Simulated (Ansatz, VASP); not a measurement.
Ti: VASP beside Ansatz

Contents of INCAR:

```
  PREC = Accurate
  ENCUT = 520
  EDIFF = 1E-7
  ISMEAR = 0
  SIGMA = 0.1
  LREAL = False
  LASPH = True
  NELM = 60
  ALGO = Normal
  ISIF = 2
  LWAVE = False
  LCHARG = False
  GGA = PE
  NBANDS = 12
```

KPOINTS

```
regular mesh
0
Gamma
  18 18 18
```

The input POSCAR:

```
Ti
1.0
    0.0000000000      1.9587876000      1.9587876000
    1.9587876000      0.0000000000      1.9587876000
    1.9587876000      1.9587876000      0.0000000000
Ti
1
Direct
    0.0000000000      0.0000000000      0.0000000000
```

Input for Ansatz:

```yaml
crystal:
  lattice:
    - [0.0, 1.9587876, 1.9587876]
    - [1.9587876, 0.0, 1.9587876]
    - [1.9587876, 1.9587876, 0.0]
  atoms:
    - { symbol: Ti, position: [0.0, 0.0, 0.0] }
basis:
  ecutwfc: 420
kpoints:
  mp_grid: { grid: [18, 18, 18] }
hamiltonian:
  xc: pbe
scf:
  occupations: { method: gaussian, width: 0.1 }
output:
  forces: true
  stress: true
  eigenvalues: true
```

Alike in both runs: task single point; functional PBE; k mesh 18 × 18 × 18; occupations gaussian, width 0.1 eV; no spin polarisation.

|  | VASP | Ansatz |
| --- | --- | --- |
| version | VASP 6.6.1 | Ansatz 0.2.0 |
| potentials or method | VASP PAW PBE potentials, release 64 (Ti_sv), cutoff 520 eV | scalar-relativistic, plane waves, PAW |
| valence electrons in the cell | 12 | 12 |

Ansatz gave:

| Item | Value |
| --- | --- |
| gap on the k mesh at the Fermi level (eV) | none |
| pressure (GPa) | 19.9 |

Task: What did VASP give for the same quantities?

Result: gap on the k mesh at the Fermi level (eV): none; pressure (GPa): 19.3.

A gap of «none» marks a metal or a gap that the smearing closes.
